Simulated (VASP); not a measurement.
# Mo3N (P6_3/mmc) in VASP: notebook, part 2 of 2

VASP 6.6.1.

## (3) Relaxation of cell and atoms, PBE

This run uses another cell than the first one, of 12.99 Å³/atom, 0.954 times its volume.

The input, INCAR:

```
ALGO = Normal
EDIFF = 1E-6
EDIFFG = -0.04
ENCUT = 600
GGA = PE
IBRION = 2
ISIF = 3
ISMEAR = 0
LASPH = T
LCHARG = F
LREAL = F
LWAVE = F
NELM = 80
NSW = 90
PREC = Accurate
SIGMA = 0.1
```

The input, KPOINTS:

```
k-points
0
Gamma
  6 6 4
```

The input, POSCAR:

```
Mo3N
1.0
    5.3075869599      0.0000000000      0.0000000000
   -2.6537934799      4.5965051400      0.0000000000
    0.0000000000      0.0000000000      4.2601574552
Mo N
6 2
Direct
    0.8330000000      0.6660000000      0.2500000000
    0.1670000000      0.8330000000      0.7500000000
    0.3340000000      0.1670000000      0.2500000000
    0.1670000000      0.3340000000      0.7500000000
    0.8330000000      0.1670000000      0.2500000000
    0.6660000000      0.8330000000      0.7500000000
    0.3333333333      0.6666666667      0.2500000000
    0.6666666667      0.3333333333      0.7500000000
```

Potentials or basis: VASP PAW PBE potentials, release 64 (Mo_sv, N).

Run with:

```bash
cat potpaw_PBE.64/Mo_sv/POTCAR potpaw_PBE.64/N/POTCAR > POTCAR
mpirun -np 1 vasp_std > vasp.out
```

OUTCAR:

```text
EDIFF = 1E-6
   EDIFFG = -0.04
   ENCUT = 600
   GGA = PE
   IBRION = 2
   ISIF = 3
   ISMEAR = 0
   LASPH = T
   LREAL = F
   NELM = 80
   NSW = 90
   PREC = Accurate

 ion  position               nearest neighbor table
   1  0.833  0.666  0.250-   8 2.62   8 2.62   6 2.63   6 2.63   2 2.63   2 2.63   5 2.65   3 2.65
                             5 2.66   3 2.66
   2  0.167  0.833  0.750-   7 2.62   7 2.62   3 2.63   3 2.63   1 2.63   1 2.63   4 2.65   6 2.65
                             4 2.66   6 2.66
   3  0.334  0.167  0.250-   8 2.62   8 2.62   2 2.63   2 2.63   4 2.63   4 2.63   1 2.65   5 2.65
                             1 2.66   5 2.66
   4  0.167  0.334  0.750-   7 2.62   7 2.62   3 2.63   3 2.63   5 2.63   5 2.63   2 2.65   6 2.65
                             2 2.66   6 2.66
   5  0.833  0.167  0.250-   8 2.62   8 2.62   6 2.63   6 2.63   4 2.63   4 2.63   1 2.65   3 2.65
                             1 2.66   3 2.66
   6  0.666  0.833  0.750-   7 2.62   7 2.62   5 2.63   5 2.63   1 2.63   1 2.63   4 2.65   2 2.65
                             4 2.66   2 2.66
   7  0.333  0.667  0.250-   2 2.62   2 2.62   4 2.62   4 2.62   6 2.62   6 2.62
   8  0.667  0.333  0.750-   5 2.62   5 2.62   1 2.62   1 2.62   3 2.62   3 2.62

  LATTYP: Found a hexagonal cell.
 ALAT       =     5.3075869599
 C/A-ratio  =     0.8026542923

  Lattice vectors:

 A1 = (   5.3075869599,   0.0000000000,   0.0000000000)
 A2 = (  -2.6537934799,   4.5965051400,   0.0000000000)
 A3 = (   0.0000000000,   0.0000000000,   4.2601574552)

Analysis of symmetry for initial positions (statically):
=====================================================================
 Subroutine PRICEL returns:
 Original cell was already a primitive cell.

 Routine SETGRP: Setting up the symmetry group for a
 hexagonal supercell.

 Subroutine GETGRP returns: Found 24 space group operations
 (whereof 12 operations were pure point group operations)
 out of a pool of 24 trial point group operations.

The static configuration has the point symmetry D_3d.
 The point group associated with its full space group is D_6h.

Analysis of symmetry for dynamics (positions and initial velocities):
=====================================================================
 Subroutine PRICEL returns:
[... 144 lines left out ...]
   LHFCALC =     F    Hartree Fock is set to
   AEXX    =    0.0000 exact exchange contribution
   IVDW    =     0    specifies the selected vdW correction
   LEPSILON=     F    determine dielectric tensor
   LRPA    =     F    only Hartree local field effects (RPA)
 conjugate gradient relaxation of ions
 non-spin polarized calculation
 Gauss-broadening in eV      SIGMA  =   0.10
  energy-cutoff  :      600.00
  volume of cell :      103.93
 maximum number of plane-waves:      3507
   NGX = 21   NGY = 21   NGZ = 17

--------------------------------------- Ionic step        1  -------------------------------------------

 number of electron      93.9999992 magnetization

 Free energy of the ion-electron system (eV)
  ---------------------------------------------------
  ext. energy  EPLUGINS =         0.00000000
  ---------------------------------------------------
  free energy    TOTEN  =       -74.29127934 eV

  energy without entropy =      -74.25896752  energy(sigma->0) =      -74.27512343

------------------------ aborting loop because EDIFF is reached ----------------------------------------

  FORCE on cell =-STRESS in cart. coord.  units (eV):
  Direction    XX          YY          ZZ          XY          YZ          ZX
  --------------------------------------------------------------------------------------
  -------------------------------------------------------------------------------------
  Total        5.9854738      5.9854738     11.1544946      0.0000000      0.0000000      0.0000000
  in kB       92.2695912     92.2695912    171.9530807      0.0000000      0.0000000      0.0000000
  external PRESSURE =     118.8307543 kB  Pullay stress =       0.0000000 kB
[... 107 lines left out ...]
  FREE ENERGIE OF THE ION-ELECTRON SYSTEM (eV)
  ---------------------------------------------------
  free  energy   TOTEN  =       -74.5168871315 eV

  energy  without entropy=      -74.4902375575  energy(sigma->0) =      -74.50356234

[... ionic steps 4 to 7 ...]

--------------------------------------- Ionic step        8  -------------------------------------------

 number of electron      94.0000007 magnetization

------------------------ aborting loop because EDIFF is reached ----------------------------------------
[... 79 lines left out ...]
--------------------------------------- Ionic step       10  -------------------------------------------

 number of electron      94.0000007 magnetization

 Free energy of the ion-electron system (eV)
  ---------------------------------------------------
  ext. energy  EPLUGINS =         0.00000000
  ---------------------------------------------------
  free energy    TOTEN  =       -74.58981020 eV

  energy without entropy =      -74.57085538  energy(sigma->0) =      -74.58033279

 E-fermi :  11.8939     XC(G=0): -13.1458

 val. band max:       11.8029804321   @ k =   0.5000   0.0000   0.2500
 cond. band min:      11.9090553974   @ k =   0.3333   0.3333   0.0000
 fundamental gap:      0.1060749653
 Fermi energy:        11.8938921885

 k-point     1 :       0.0000    0.0000    0.0000
  band No.  band energies     occupation
      1     -49.4918      2.00000
      2     -49.2418      2.00000
      3     -49.1870      2.00000
      4     -49.1870      2.00000
      5     -49.0666      2.00000
      6     -49.0666      2.00000
[... 1263 lines left out ...]
  FREE ENERGIE OF THE ION-ELECTRON SYSTEM (eV)
  ---------------------------------------------------
  free  energy   TOTEN  =       -74.5898101951 eV

  energy  without entropy=      -74.5708553753  energy(sigma->0) =      -74.58033279

 reached required accuracy - stopping structural energy minimisation
```

OSZICAR:

```text
N       E                     dE             d eps       ncg     rms          rms(c)
DAV:   1     0.127328286448E+04    0.12733E+04   -0.63114E+04  2368   0.198E+03
DAV:   2    -0.127788848512E+02   -0.12861E+04   -0.12524E+04  2520   0.588E+02
[... 96 lines left out ...]
DAV:   1    -0.746509379713E+02   -0.64709E-01   -0.21847E+00  2352   0.956E+00    0.239E+00
DAV:   2    -0.745968764291E+02    0.54062E-01   -0.14735E-01  2384   0.232E+00    0.628E-01
DAV:   3    -0.745898208317E+02    0.70556E-02   -0.28499E-02  2800   0.906E-01    0.318E-01
DAV:   4    -0.745897351886E+02    0.85643E-04   -0.19310E-03  3240   0.207E-01    0.230E-01
DAV:   5    -0.745898160681E+02   -0.80879E-04   -0.39593E-04  2768   0.968E-02    0.246E-02
DAV:   6    -0.745898108475E+02    0.52206E-05   -0.11343E-04  2712   0.508E-02    0.118E-02
DAV:   7    -0.745898101951E+02    0.65236E-06   -0.74044E-06  2552   0.117E-02
  10 F= -.74589810E+02 E0= -.74580333E+02  d E =-.139996E-02
```

CONTCAR:

```text
Mo3N
   1.00000000000000
     5.2963679362623823   -0.0000000000001559   -0.0000000000000000
    -2.6481839680814323    4.5867891805247565    0.0000000000000000
    -0.0000000000000000   -0.0000000000000000    4.4967242234724152
  Mo              N
     6     2
Direct
     0.8351621978251795    0.6703243956503577    0.2500000000000000
     0.1648378021748196    0.8351621978251783    0.7500000000000000
     0.3296756043496402    0.1648378021748205    0.2500000000000000
     0.1648378021748205    0.3296756043496423    0.7500000000000000
     0.8351621978251802    0.1648378021748218    0.2500000000000000
     0.6703243956503597    0.8351621978251795    0.7500000000000000
     0.3333333332999970    0.6666666667000030    0.2500000000000000
     0.6666666667000030    0.3333333332999970    0.7500000000000000

  0.00000000E+00  0.00000000E+00  0.00000000E+00
  0.00000000E+00  0.00000000E+00  0.00000000E+00
  0.00000000E+00  0.00000000E+00  0.00000000E+00
  0.00000000E+00  0.00000000E+00  0.00000000E+00
  0.00000000E+00  0.00000000E+00  0.00000000E+00
  0.00000000E+00  0.00000000E+00  0.00000000E+00
  0.00000000E+00  0.00000000E+00  0.00000000E+00
  0.00000000E+00  0.00000000E+00  0.00000000E+00
```

Run time: 18 min. Hardware: 1 thread of Intel Xeon 6975P-C, shared host; peak memory 0.32 GiB.

Results:

```yaml
Free_energy: -74.5898 eV
Relaxed_volume: 13.66 Å³/atom
Relaxed_cell: a = 5.296 Å, b = 5.296 Å, c = 4.497 Å, α = 90.00°, β = 90.00°, γ = 120.00°
Space_group_after_relaxing_to_0.05_Å: P6_3/mmc (No. 194)
Energy_gained_by_relaxing: 37.3 meV/atom
Ionic_steps: 10
Pressure_after_relaxing: 0.0 GPa
Largest_force_after_relaxing: 0.021 eV/Å
Band_gap_on_the_k_mesh: zero (band 47 reaches 12.68 eV, above the bottom of band 48 at 11.38 eV)
```

Forces in eV/Å, atoms in the order of the input:
```
Mo   0.000 -0.021  0.000
Mo   0.018 -0.011  0.000
Mo   0.018  0.011  0.000
Mo   0.000  0.021  0.000
Mo  -0.018  0.011  0.000
Mo  -0.018 -0.011  0.000
N    0.000  0.000  0.000
N    0.000  0.000  0.000
```

Step by step:
| step | energy change (eV) | largest force (eV/Å) | pressure (GPa) | volume (Å³) |
| --- | --- | --- | --- | --- |
| 1 | 0.0000 | 0.2635 | 11.88 | 103.93 |
| 2 | 0.2628 | 0.6951 | -16.12 | 119.08 |
| 3 | -0.2256 | 0.4453 | -1.36 | 109.77 |
| 4 | -0.2257 | 0.4415 | -1.11 | 109.64 |
| 5 | -0.2853 | 0.0266 | -0.17 | 109.58 |
| 6 | -0.2869 | 0.1300 | 0.07 | 109.56 |
| 7 | -0.2941 | 0.0746 | -0.40 | 109.64 |
| 8 | -0.2971 | 0.0116 | -0.86 | 109.72 |
| 9 | -0.2949 | 0.0341 | 1.44 | 108.48 |
| 10 | -0.2985 | 0.0211 | 0.02 | 109.24 |

Final structure:
```xyz
8
Lattice="5.2964 0.0000 0.0000 -2.6482 4.5868 0.0000 0.0000 0.0000 4.4967" Properties=species:S:1:pos:R:3 pbc="T T T"
Mo    2.6482    3.0746    1.1242
Mo   -1.3386    3.8307    3.3725
Mo    1.3096    0.7561    1.1242
Mo    0.0000    1.5122    3.3725
Mo    3.9868    0.7561    1.1242
Mo    1.3386    3.8307    3.3725
N     0.0000    3.0579    1.1242
N     2.6482    1.5289    3.3725
```

Caveat: the k points lie up to 0.35 Å⁻¹ apart in the final cell.

## (4) Single point, PBE

This run uses another cell than the first one, of 13.66 Å³/atom, 1.003 times its volume.

The input, INCAR:

```
SYSTEM = Mo3N
PREC     = Accurate       ! precision mode
ENCUT    = 520            ! plane-wave cutoff, eV
EDIFF    = 1E-6           ! SCF threshold, eV
ISMEAR   = 0              ! smearing method
SIGMA    = 0.1            ! smearing width, eV
LREAL    = .FALSE.        ! projectors in reciprocal space
LASPH    = .TRUE.         ! aspherical terms in the spheres
NELM     = 80             ! most SCF steps
ALGO     = Normal         ! electronic algorithm
ISIF     = 2              ! what is computed and relaxed
LWAVE    = .FALSE.        ! write WAVECAR
LCHARG   = .TRUE.         ! write CHGCAR
GGA      = PE             ! functional
LELF     = .TRUE.         ! ELF
LVHAR    = .TRUE.       
NBANDS   = 57             ! bands
```

The input, KPOINTS:

```
regular mesh
0
G
  12 12 8
  0 0 0
```

The input, POSCAR:

```
Mo3N
1.0
    5.3372676730      0.0000000000      0.0000000000
   -2.6686338365      4.6222093916      0.0000000000
    0.0000000000      0.0000000000      4.4294677008
Mo N
6 2
Direct
    0.8355322248      0.6710644495      0.2500000000
    0.1644677752      0.8355322248      0.7500000000
    0.3289355505      0.1644677752      0.2500000000
    0.1644677752      0.3289355505      0.7500000000
    0.8355322248      0.1644677752      0.2500000000
    0.6710644495      0.8355322248      0.7500000000
    0.3333333333      0.6666666667      0.2500000000
    0.6666666667      0.3333333333      0.7500000000
```

Potentials or basis: VASP PAW PBE potentials, release 64 (Mo_sv, N).

Run with:

```bash
cat potpaw_PBE.64/Mo_sv/POTCAR potpaw_PBE.64/N/POTCAR > POTCAR
mpirun -np 1 vasp_std > vasp.out
```

OUTCAR:

```text
SYSTEM = Mo3N
   PREC = Accurate
   ENCUT = 520
   EDIFF = 1E-6
   ISMEAR = 0
   LREAL = .FALSE.
   LASPH = .TRUE.
   NELM = 80
   ISIF = 2
   GGA = PE

 ion  position               nearest neighbor table
   1  0.836  0.671  0.250-   3 2.63   5 2.63   2 2.69   2 2.69   6 2.69   6 2.69   5 2.70   3 2.70

   2  0.164  0.836  0.750-   4 2.63   6 2.63   3 2.69   3 2.69   1 2.69   1 2.69   4 2.70   6 2.70

   3  0.329  0.164  0.250-   1 2.63   5 2.63   2 2.69   2 2.69   4 2.69   4 2.69   1 2.70   5 2.70

   4  0.164  0.329  0.750-   2 2.63   6 2.63   5 2.69   5 2.69   3 2.69   3 2.69   6 2.70   2 2.70

   5  0.836  0.164  0.250-   1 2.63   3 2.63   6 2.69   6 2.69   4 2.69   4 2.69   1 2.70   3 2.70

   6  0.671  0.836  0.750-   4 2.63   2 2.63   5 2.69   5 2.69   1 2.69   1 2.69   4 2.70   2 2.70

   7  0.333  0.667  0.250-
   8  0.667  0.333  0.750-

  LATTYP: Found a hexagonal cell.
 ALAT       =     5.3372676730
 C/A-ratio  =     0.8299129765

  Lattice vectors:

 A1 = (   5.3372676730,   0.0000000000,   0.0000000000)
 A2 = (  -2.6686338365,   4.6222093916,   0.0000000000)
 A3 = (   0.0000000000,   0.0000000000,   4.4294677008)
[... 189 lines left out ...]

 E-fermi :  11.8539     XC(G=0): -13.1431

 val. band max:       11.8458597158   @ k =   0.2500   0.0833   0.3750
 cond. band min:      11.8584690858   @ k =   0.1667   0.1667   0.5000
 fundamental gap:      0.0126093700
 Fermi energy:        11.8539101325

 k-point     1 :       0.0000    0.0000    0.0000
  band No.  band energies     occupation
      1     -49.4972      2.00000
      2     -49.2226      2.00000
      3     -49.2047      2.00000
      4     -49.2047      2.00000
      5     -49.0719      2.00000
      6     -49.0719      2.00000
[... 1429 lines left out ...]
     56      14.0008      0.00000
     57      14.0984      0.00000

 [... further k-points ...]
[... 5 lines left out ...]
  --------------------------------------------------------------------------------------
  -------------------------------------------------------------------------------------
  Total        0.3568222      0.3568222      0.3156746      0.0000000     -0.0000000      0.0000000
  in kB        5.2316943      5.2316943      4.6283915      0.0000000     -0.0000000      0.0000000
  external PRESSURE =       5.0305934 kB  Pullay stress =       0.0000000 kB

 VOLUME and BASIS-vectors are now :
 -----------------------------------------------------------------------------
  energy-cutoff  :      520.00
  volume of cell :      109.27
      direct lattice vectors                 reciprocal lattice vectors
     5.337267673  0.000000000  0.000000000     0.187361785  0.108173377  0.000000000
    -2.668633837  4.622209392  0.000000000     0.000000000  0.216346754  0.000000000
     0.000000000  0.000000000  4.429467701     0.000000000  0.000000000  0.225760761

 POSITION                                       TOTAL-FORCE (eV/Angst)
 -----------------------------------------------------------------------------------
      2.66863      3.10180      1.10737        -0.000000     -0.013575      0.000000
     -1.35192      3.86200      3.32210         0.011756     -0.006787     -0.000000
      1.31671      0.76020      1.10737         0.011756      0.006787     -0.000000
     -0.00000      1.52041      3.32210        -0.000000      0.013575      0.000000
      4.02055      0.76020      1.10737        -0.011756      0.006787      0.000000
      1.35192      3.86200      3.32210        -0.011756     -0.006787     -0.000000
     -0.00000      3.08147      1.10737        -0.000000      0.000000      0.000000
      2.66863      1.54074      3.32210        -0.000000      0.000000      0.000000
 -----------------------------------------------------------------------------------
    total drift:                               -0.000001      0.000001     -0.000000

  FREE ENERGIE OF THE ION-ELECTRON SYSTEM (eV)
  ---------------------------------------------------
  free  energy   TOTEN  =       -74.6150072892 eV

  energy  without entropy=      -74.5870481383  energy(sigma->0) =      -74.60102771
```

Run time: 9.6 min. Hardware: 1 thread of Intel Xeon 6975P-C, shared host; peak memory 0.52 GiB.

What came out:

| Quantity | Value |
| --- | --- |
| Free energy | -74.6150 eV |
| Pressure | 0.5 GPa |
| Largest force | 0.014 eV/Å |
| Band gap on the k mesh | zero (band 47 reaches 12.56 eV, above the bottom of band 48 at 11.36 eV) |

Forces in eV/Å, atoms in the order of the input:
```
Mo   0.000 -0.014  0.000
Mo   0.012 -0.007  0.000
Mo   0.012  0.007  0.000
Mo   0.000  0.014  0.000
Mo  -0.012  0.007  0.000
Mo  -0.012 -0.007  0.000
N    0.000  0.000  0.000
N    0.000  0.000  0.000
```

Levels at points of the mesh, in eV from the Fermi level:
```csv
k point,band 45,band 46,band 47,band 48,band 49,band 50
"(0.00, 0.00, 0.00)",-1.26,-1.26,-0.25,0.39,0.39,1.44
"(0.50, 0.00, 0.00)",-0.84,-0.74,-0.68,-0.49,0.32,0.65
"(0.00, 0.00, 0.50)",-0.89,-0.89,0.71,0.71,0.71,0.71
"(0.50, 0.00, 0.50)",-0.27,-0.27,0.08,0.08,0.32,0.32
```

## (5) The runs side by side

| task | cell | k mesh | cutoff (eV) | gap on the mesh (eV) | pressure (GPa) | largest force (eV/Å) |
| --- | --- | --- | --- | --- | --- | --- |
| single point | a = 5.295, b = 5.295, c = 4.489 Å, angles 90.0, 90.0, 120.0°, 8 atoms | 6 × 6 × 4 | 520 | none | 0.6 | 0.01 |
| relaxation of cell and atoms | relaxed from a = 5.308, b = 5.308, c = 4.260 Å, angles 90.0, 90.0, 120.0°, 8 atoms | 6 × 6 × 4 | 600 | none | 0.0 | 0.02 |
| single point | a = 5.337, b = 5.337, c = 4.429 Å, angles 90.0, 90.0, 120.0°, 8 atoms | 12 × 12 × 8 | 520 | none | 0.5 | 0.01 |

Alike in all rows: level PBE; potentials or basis VASP PAW PBE potentials, release 64 (Mo_sv, N); no spin polarisation; smearing gaussian 0.1 eV.

Caveats: some runs use coarse meshes.

Absolute energies hang on the potentials; compare differences alone.
